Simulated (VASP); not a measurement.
# BiTe (Fm-3m) in VASP: further runs, part 2 of 2

VASP 6.6.1.

**3. Single point, PBE**

This run uses another cell than the first one, of 31.82 Å³/atom.

The input, INCAR:

```
PREC     = Accurate       # precision mode
ENCUT    = 520            # plane-wave cutoff, eV
EDIFF    = 1E-7           # SCF threshold, eV
ISMEAR   = -1             # smearing method
SIGMA    = 0.05           # smearing width, eV
LREAL    = False          # projectors in reciprocal space
LASPH    = True           # aspherical terms in the spheres
NELM     = 80             # most SCF steps
ALGO     = Normal         # electronic algorithm
ISIF     = 2              # what is computed and relaxed
LWAVE    = False          # write WAVECAR
LCHARG   = False          # write CHGCAR
GGA      = PE             # functional
NBANDS   = 18             # bands
```

The input, KPOINTS:

```
regular mesh
0
Gamma
  7 7 7
```

The input, POSCAR:

```
BiTe
1.0
    0.0000000000      3.1689610617      3.1689610617
    3.1689610617      0.0000000000      3.1689610617
    3.1689610617      3.1689610617      0.0000000000
Bi Te
1 1
Direct
    0.0000000000      0.0000000000      0.0000000000
    0.5000000000      0.5000000000      0.5000000000
```

Potentials or basis: VASP PAW PBE potentials, release 64 (Bi_d, Te).

On the command line:

```
$ cat potpaw_PBE.64/Bi_d/POTCAR potpaw_PBE.64/Te/POTCAR > POTCAR
$ mpirun -np 1 vasp_std > vasp.out
```

OUTCAR:

```text
PREC = Accurate
   ENCUT = 520
   EDIFF = 1E-7
   ISMEAR = -1
   LREAL = False
   LASPH = True
   NELM = 80
   ISIF = 2
   GGA = PE

 ion  position               nearest neighbor table
   1  0.000  0.000  0.000-   2 3.17   2 3.17   2 3.17   2 3.17   2 3.17   2 3.17
   2  0.500  0.500  0.500-   1 3.17   1 3.17   1 3.17   1 3.17   1 3.17   1 3.17

  LATTYP: Found a face centered cubic cell.
 ALAT       =     6.3379221234

  Lattice vectors:

[... 599 lines left out ...]

------------------------ aborting loop because EDIFF is reached ----------------------------------------

  FORCE on cell =-STRESS in cart. coord.  units (eV):
  Direction    XX          YY          ZZ          XY          YZ          ZX
  --------------------------------------------------------------------------------------
  -------------------------------------------------------------------------------------
  Total        1.7678016      1.7678016      1.7678016      0.0000000      0.0000000      0.0000000
  in kB       44.5003484     44.5003484     44.5003484      0.0000000      0.0000000      0.0000000
  external PRESSURE =      44.5003484 kB  Pullay stress =       0.0000000 kB

 VOLUME and BASIS-vectors are now :
 -----------------------------------------------------------------------------
  energy-cutoff  :      520.00
  volume of cell :       63.65
      direct lattice vectors                 reciprocal lattice vectors
     0.000000000  3.168961062  3.168961062    -0.157780418  0.157780418  0.157780418
     3.168961062  0.000000000  3.168961062     0.157780418 -0.157780418  0.157780418
     3.168961062  3.168961062  0.000000000     0.157780418  0.157780418 -0.157780418

 POSITION                                       TOTAL-FORCE (eV/Angst)
 -----------------------------------------------------------------------------------
      0.00000      0.00000      0.00000         0.000000      0.000000      0.000000
      3.16896      3.16896      3.16896        -0.000000     -0.000000     -0.000000
 -----------------------------------------------------------------------------------
    total drift:                               -0.000000      0.000000      0.000000

  FREE ENERGIE OF THE ION-ELECTRON SYSTEM (eV)
  ---------------------------------------------------
  free  energy   TOTEN  =        -7.0916346039 eV

  energy  without entropy=       -7.0703049666  energy(sigma->0) =       -7.08096979
```

stdout:

```text
POSCAR found type information on POSCAR BiTe
 POSCAR found :  2 types and       2 ions
 scaLAPACK will be used
 LDA part: xc-table for (Slater+PW92), standard interpolation
 POSCAR, INCAR and KPOINTS ok, starting setup
 FFT: planning ... GRIDC
 FFT: planning ... GRID_SOFT
 FFT: planning ... GRID
 WAVECAR not read
 entering main loop
```

It took 43 s on 1 thread of Intel Xeon 8259CL, shared host; peak memory 0.21 GiB.

Results:

```yaml
Free_energy: -7.0916 eV
Pressure: 4.5 GPa
Band_gap_on_the_k_mesh: zero (an odd number of electrons rules out a gap without spin polarisation)
```

Levels at points of the mesh, in eV from the Fermi level:
| k point | band 7 | band 8 | band 9 | band 10 | band 11 | band 12 | band 13 | band 14 |
| --- | --- | --- | --- | --- | --- | --- | --- | --- |
| (0.00, 0.00, 0.00) | -7.94 | -2.77 | -2.77 | -2.77 | 2.23 | 2.23 | 2.23 | 4.51 |

Caveat: the cell stands under pressure; spin-orbit coupling is left out, which moves the levels of the heavy elements.

**4. Single point, PBEsol, non-collinear spin, zero start, spin-orbit coupling**

The input, INCAR:

```
PREC = Accurate
ENCUT = 520
EDIFF = 1E-6
ISMEAR = -1
SIGMA = 0.05
LREAL = False
LASPH = True
NELM = 150
ALGO = Normal
ISIF = 2
LWAVE = False
LCHARG = True
MAGMOM = 0 0 0 0 0 0
LORBIT = 11
LSORBIT = True
GGA_COMPAT = False
LORBMOM = True
GGA = PS
LVHAR = True
NBANDS = 33
```

The input, KPOINTS:

```
Automatic mesh
0
Gamma
  7 7 7
```

The input, POSCAR:

```
BiTe
1.0
    0.0000000000      3.2350000000      3.2350000000
    3.2350000000      0.0000000000      3.2350000000
    3.2350000000      3.2350000000      0.0000000000
Bi Te
1 1
Direct
    0.0000000000      0.0000000000      0.0000000000
    0.5000000000      0.5000000000      0.5000000000
```

Potentials or basis: VASP PAW PBE potentials, release 64 (Bi_d, Te).

On the command line:

```
$ cat potpaw_PBE.64/Bi_d/POTCAR potpaw_PBE.64/Te/POTCAR > POTCAR
$ mpirun -np 1 vasp_ncl > vasp.out
```

OUTCAR:

```text
PREC = Accurate
   ENCUT = 520
   EDIFF = 1E-6
   ISMEAR = -1
   LREAL = False
   LASPH = True
   NELM = 150
   ISIF = 2
   LORBIT = 11
   LSORBIT = True
   GGA = PS

 ion  position               nearest neighbor table
   1  0.000  0.000  0.000-   2 3.23   2 3.23   2 3.23   2 3.23   2 3.23   2 3.23
   2  0.500  0.500  0.500-   1 3.23   1 3.23   1 3.23   1 3.23   1 3.23   1 3.23

  LATTYP: Found a face centered cubic cell.
 ALAT       =     6.4700000000

  Lattice vectors:

 A1 = (   0.0000000000,   3.2350000000,   3.2350000000)
 A2 = (   3.2350000000,   0.0000000000,   3.2350000000)
 A3 = (   3.2350000000,   3.2350000000,   0.0000000000)

Analysis of symmetry for initial positions (statically):
=====================================================================
 Subroutine PRICEL returns:
 Original cell was already a primitive cell.

 Routine SETGRP: Setting up the symmetry group for a
 face centered cubic supercell.

 Subroutine GETGRP returns: Found 48 space group operations
 (whereof 48 operations were pure point group operations)
 out of a pool of 48 trial point group operations.

The static configuration has the point symmetry O_h .

Analysis of symmetry for dynamics (positions and initial velocities):
=====================================================================
 Subroutine PRICEL returns:
 Original cell was already a primitive cell.

 Routine SETGRP: Setting up the symmetry group for a
 face centered cubic supercell.

 Subroutine GETGRP returns: Found 48 space group operations
 (whereof 48 operations were pure point group operations)
 out of a pool of 48 trial point group operations.

The dynamic configuration has the point symmetry O_h .

Analysis of structural, dynamic, and magnetic symmetry:
=====================================================================
 Subroutine PRICEL returns:
 Original cell was already a primitive cell.

 Routine SETGRP: Setting up the symmetry group for a
[... 923 lines left out ...]

 # of ion     p       d       tot
 ----------------------------------------
  1         0.000   0.000   0.000
  2         0.000  -0.000  -0.000
 ----------------------------------------
            0.000   0.000   0.000

 orbital moment (z)

 # of ion     p       d       tot
 ----------------------------------------
  1         0.000   0.000   0.000
  2         0.000   0.000   0.000
 ----------------------------------------
            0.000   0.000   0.000

 Spin-Orbit-Coupling matrix elements

 Ion:    1  E_soc:     -1.8533981
 l=   1
     0.0000000    -0.2431308    -0.2431308
    -0.2431308     0.0000000    -0.2431308
    -0.2431308    -0.2431308     0.0000000
 l=   2
     0.0000000    -0.0131577     0.0000000    -0.0131577    -0.0526111
    -0.0131577     0.0000000    -0.0394584    -0.0131577    -0.0131528
     0.0000000    -0.0394584     0.0000000    -0.0394584     0.0000000
    -0.0131577    -0.0131577    -0.0394584     0.0000000    -0.0131528
    -0.0526111    -0.0131528     0.0000000    -0.0131528     0.0000000
 l=   3
     0.0000000     0.0000000     0.0000000     0.0000000     0.0000000     0.0000000     0.0000000
     0.0000000     0.0000000     0.0000000     0.0000000     0.0000000     0.0000000     0.0000000
     0.0000000     0.0000000     0.0000000     0.0000000     0.0000000     0.0000000     0.0000000
     0.0000000     0.0000000     0.0000000     0.0000000     0.0000000     0.0000000     0.0000000
     0.0000000     0.0000000     0.0000000     0.0000000     0.0000000     0.0000000     0.0000000
     0.0000000     0.0000000     0.0000000     0.0000000     0.0000000     0.0000000     0.0000000
     0.0000000     0.0000000     0.0000000     0.0000000     0.0000000     0.0000000     0.0000000

 Ion:    2  E_soc:     -0.2196884
 l=   1
     0.0000000    -0.0367481    -0.0367481
    -0.0367481     0.0000000    -0.0367481
    -0.0367481    -0.0367481     0.0000000
 l=   2
     0.0000000    -0.0000060     0.0000000    -0.0000060     0.0001394
    -0.0000060     0.0000000     0.0001045    -0.0000060     0.0000348
     0.0000000     0.0001045     0.0000000     0.0001045     0.0000000
    -0.0000060    -0.0000060     0.0001045     0.0000000     0.0000348
     0.0001394     0.0000348     0.0000000     0.0000348     0.0000000
 l=   3
     0.0000000     0.0000000     0.0000000     0.0000000     0.0000000     0.0000000     0.0000000
     0.0000000     0.0000000     0.0000000     0.0000000     0.0000000     0.0000000     0.0000000
     0.0000000     0.0000000     0.0000000     0.0000000     0.0000000     0.0000000     0.0000000
     0.0000000     0.0000000     0.0000000     0.0000000     0.0000000     0.0000000     0.0000000
     0.0000000     0.0000000     0.0000000     0.0000000     0.0000000     0.0000000     0.0000000
     0.0000000     0.0000000     0.0000000     0.0000000     0.0000000     0.0000000     0.0000000
     0.0000000     0.0000000     0.0000000     0.0000000     0.0000000     0.0000000     0.0000000

 total charge

# of ion       s       p       d       tot
------------------------------------------
    1        1.560   1.209   9.928  12.696
    2        1.412   1.884   0.031   3.327
--------------------------------------------------
tot          2.971   3.093   9.959  16.024

 magnetization (x)

# of ion       s       p       d       tot
------------------------------------------
    1        0.000   0.000   0.000   0.000
    2       -0.000   0.000   0.000  -0.000
--------------------------------------------------
tot          0.000   0.000   0.000   0.000

 magnetization (y)

# of ion       s       p       d       tot
------------------------------------------
    1        0.000  -0.000   0.000  -0.000
    2        0.000   0.000   0.000   0.000
--------------------------------------------------
tot          0.000  -0.000   0.000  -0.000

 magnetization (z)

# of ion       s       p       d       tot
------------------------------------------
    1        0.000   0.000   0.000   0.000
    2        0.000   0.000   0.000   0.000
--------------------------------------------------
tot          0.000   0.000   0.000   0.000
```

Run time: 3.2 min. Hardware: 1 thread of Intel Xeon 8259CL, shared host; peak memory 0.41 GiB.

What came out:

```
Free energy                                           : -8.9562 eV
Pressure                                              : -0.5 GPa
Net moment                                            : 0.00 μB per cell
Valence electrons inside the program's atomic spheres : Bi 12.70; Te 3.33
```

Moments on the atoms (μB; x, y, z):
```
Bi  0.00 0.00 0.00
Te  0.00 0.00 0.00
```

Caveat: the PAW data sets were made with another functional, which shifts forces and pressure a little.

**5. Single point, revPBE+D4, non-collinear spin, typed start**

This run uses another cell than the first one, of 31.82 Å³/atom.

The input, INCAR:

```
SYSTEM = BiTe
PREC = Accurate
ENCUT = 520
EDIFF = 1E-6
ISMEAR = -5
SIGMA = 0.1
LREAL = .FALSE.
LASPH = .TRUE.
NELM = 150
ALGO = Normal
ISIF = 2
LWAVE = .FALSE.
LCHARG = .TRUE.
LNONCOLLINEAR = .TRUE.
MAGMOM = 0 0 0.5 0 0 0
LORBIT = 11
GGA = RE
IVDW = 13
LVHAR = .TRUE.
NBANDS = 33
```

The input, KPOINTS:

```
regular mesh
0
G
  7 7 7
  0 0 0
```

The input, POSCAR:

```
BiTe
1.0
    0.0000000000      3.1689610617      3.1689610617
    3.1689610617      0.0000000000      3.1689610617
    3.1689610617      3.1689610617      0.0000000000
Bi Te
1 1
Direct
    0.0000000000      0.0000000000      0.0000000000
    0.5000000000      0.5000000000      0.5000000000
```

On the command line:

```
$ cat potpaw_PBE.64/Bi_d/POTCAR potpaw_PBE.64/Te/POTCAR > POTCAR
$ mpirun -np 1 vasp_ncl > vasp.out
```

It took 9.1 min on 1 thread of Intel Xeon 8259CL, shared host; peak memory 0.48 GiB.

It converged, with:

- Free energy: -8.0914 eV
- Pressure: 1.4 GPa
- Band gap on the k mesh: zero (bands 21 and 22 overlap by 3.10 eV)
- Net moment: 0.26 μB per cell
- Valence electrons inside the program's atomic spheres: Bi 12.74; Te 3.35
- Dispersion energy per atom: -0.801 eV

Stress tensor (GPa, compression positive):
```
1.42 0.00 0.00
0.00 1.42 0.00
0.00 0.00 1.30
```

Levels at points of the mesh, in eV from the Fermi level:
| k point | band 16 | band 17 | band 18 | band 19 | band 20 | band 21 | band 22 | band 23 | band 24 | band 25 |
| --- | --- | --- | --- | --- | --- | --- | --- | --- | --- | --- |
| (0.00, 0.00, 0.00) | -2.98 | -2.98 | -2.91 | -2.91 | -2.91 | 2.00 | 2.00 | 2.00 | 2.13 | 2.13 |

Moments on the atoms (μB; x, y, z):
```
Bi  0.00 0.00 0.12
Te  0.00 0.00 0.01
```

Caveat: the PAW data sets were made with another functional, which shifts forces and pressure a little; spin-orbit coupling is left out, which moves the levels of the heavy elements; tetrahedron occupations give inexact forces and stress in metals.

**6. Single point, revPBE+D4, non-collinear spin, typed start**

This run uses another cell than the first one, of 35.21 Å³/atom.

The input, INCAR:

```
SYSTEM = BiTe
  PREC = Accurate
  ENCUT = 520
  EDIFF = 1E-7
  ISMEAR = -5
  SIGMA = 0.1
  LREAL = .False.
  LASPH = .True.
  NELM = 150
  ALGO = Normal
  ISIF = 2
  LWAVE = .False.
  LCHARG = .False.
  LNONCOLLINEAR = .True.
  MAGMOM = 0 0 0.5 0 0 0
  LORBIT = 11
  GGA = RE
  IVDW = 13
  NBANDS = 33
```

The input, KPOINTS:

```
regular mesh
0
Gamma
  7 7 7
  0 0 0
```

The input, POSCAR:

```
BiTe
1.0
    0.0000000000      3.2775706714      3.2775706714
    3.2775706714      0.0000000000      3.2775706714
    3.2775706714      3.2775706714      0.0000000000
Bi Te
1 1
Direct
    0.0000000000      0.0000000000      0.0000000000
    0.5000000000      0.5000000000      0.5000000000
```

Potentials or basis: VASP PAW PBE potentials, release 64 (Bi_d, Te).

On the command line:

```
$ cat potpaw_PBE.64/Bi_d/POTCAR potpaw_PBE.64/Te/POTCAR > POTCAR
$ mpirun -np 1 vasp_ncl > vasp.out
```

OUTCAR:

```text
SYSTEM = BiTe
   PREC = Accurate
   ENCUT = 520
   EDIFF = 1E-7
   ISMEAR = -5
   LREAL = .False.
   LASPH = .True.
   NELM = 150
   ISIF = 2
   LNONCOLLINEAR = .True.
   LORBIT = 11
   GGA = RE
   IVDW = 13

 ion  position               nearest neighbor table
   1  0.000  0.000  0.000-   2 3.28   2 3.28   2 3.28   2 3.28   2 3.28   2 3.28
   2  0.500  0.500  0.500-   1 3.28   1 3.28   1 3.28   1 3.28   1 3.28   1 3.28

  LATTYP: Found a face centered cubic cell.
 ALAT       =     6.5551413428

  Lattice vectors:

 A1 = (   0.0000000000,   3.2775706714,   3.2775706714)
 A2 = (   3.2775706714,   0.0000000000,   3.2775706714)
 A3 = (   3.2775706714,   3.2775706714,   0.0000000000)

Analysis of symmetry for initial positions (statically):
[... 1092 lines left out ...]
 -----------------------------------------------------------------------------------
    total drift:                               -0.000000      0.000000      0.000000

  FREE ENERGIE OF THE ION-ELECTRON SYSTEM (eV)
  ---------------------------------------------------
  free  energy   TOTEN  =        -8.0297011584 eV

  energy  without entropy=       -8.0297011584  energy(sigma->0) =       -8.02970116

 total charge

# of ion       s       p       d       tot
------------------------------------------
    1        1.577   1.177   9.920  12.674
    2        1.413   1.866   0.032   3.311
--------------------------------------------------
tot          2.990   3.043   9.952  15.986

 magnetization (x)

# of ion       s       p       d       tot
------------------------------------------
    1        0.000   0.000   0.000   0.000
    2        0.000   0.000   0.000   0.000
--------------------------------------------------
tot          0.000   0.000   0.000   0.000

 magnetization (y)

# of ion       s       p       d       tot
------------------------------------------
    1        0.000   0.000   0.000   0.000
    2        0.000   0.000   0.000   0.000
--------------------------------------------------
tot          0.000   0.000   0.000   0.000

 magnetization (z)

# of ion       s       p       d       tot
------------------------------------------
    1        0.002   0.131   0.001   0.134
    2        0.009  -0.005   0.005   0.009
--------------------------------------------------
tot          0.011   0.126   0.006   0.143
```

stdout:

```text
POSCAR found type information on POSCAR BiTe
 POSCAR found :  2 types and       2 ions
 scaLAPACK will be used
 -----------------------------------------------------------------------------
[... 23 lines left out ...]
|     Tetrahedron method does not include variations of the Fermi             |
|     occupations, so forces and stress will be inaccurate. We suggest        |
|     using a different smearing scheme ISMEAR = 1 or 2 for metals in         |
|     relaxations.                                                            |
|                                                                             |
 -----------------------------------------------------------------------------
```

Run time: 11 min. Hardware: 1 thread of Intel Xeon 8259CL, shared host; peak memory 0.49 GiB.

What came out:

```
Free energy                                           : -8.0297 eV
Pressure                                              : -3.5 GPa
Band gap on the k mesh                                : zero (bands 21 and 22 overlap by 3.12 eV)
Net moment                                            : 0.29 μB per cell
Valence electrons inside the program's atomic spheres : Bi 12.67; Te 3.31
Dispersion energy per atom                            : -0.725 eV
```

Levels at points of the mesh, in eV from the Fermi level:
```tsv
k point	band 18	band 19	band 20	band 21	band 22	band 23
(0.00, 0.00, 0.00)	-2.60	-2.60	-2.60	1.81	1.81	1.81
```

Moments on the atoms (μB; x, y, z):
```
Bi  0.00 0.00 0.13
Te  0.00 0.00 0.01
```

Caveat: the cell stands under tension; the PAW data sets were made with another functional, which shifts forces and pressure a little; spin-orbit coupling is left out, which moves the levels of the heavy elements; tetrahedron occupations give inexact forces and stress in metals.

**7. Overview**

```csv
level,spin,cell,k mesh,smearing,gap on the mesh (eV),pressure (GPa),moment (μB)
PBEsol,off,"a = 4.575 Å, angles 60.0°, 2 atoms",6 × 6 × 6,fermi-dirac 0.05 eV,none,-1.6,-
PBE,off,"a = 4.482 Å, angles 60.0°, 2 atoms",7 × 7 × 7,fermi-dirac 0.05 eV,none,4.5,-
PBEsol,"non-collinear, zero start, SOC","a = 4.575 Å, angles 60.0°, 2 atoms",7 × 7 × 7,fermi-dirac 0.05 eV,-,-0.5,0.00
revPBE+D4,"non-collinear, typed start","a = 4.482 Å, angles 60.0°, 2 atoms",7 × 7 × 7,tetrahedron,none,1.4,0.26
revPBE+D4,"non-collinear, typed start","a = 4.635 Å, angles 60.0°, 2 atoms",7 × 7 × 7,tetrahedron,none,-3.5,0.29
```

Alike in all rows: task single point; potentials or basis VASP PAW PBE potentials, release 64 (Bi_d, Te); cutoff (eV) 520.

Caveats: the PAW data sets were made with another functional, which shifts forces and pressure a little (at least some runs); spin-orbit coupling is left out, which moves the levels of the heavy elements (at least some runs); tetrahedron occupations give inexact forces and stress in metals (at least some runs); the cell stands under pressure (at least some runs); the cell stands under tension (at least some runs).

Total energies depend on the potentials used, so only differences within one code and one set of settings carry meaning.
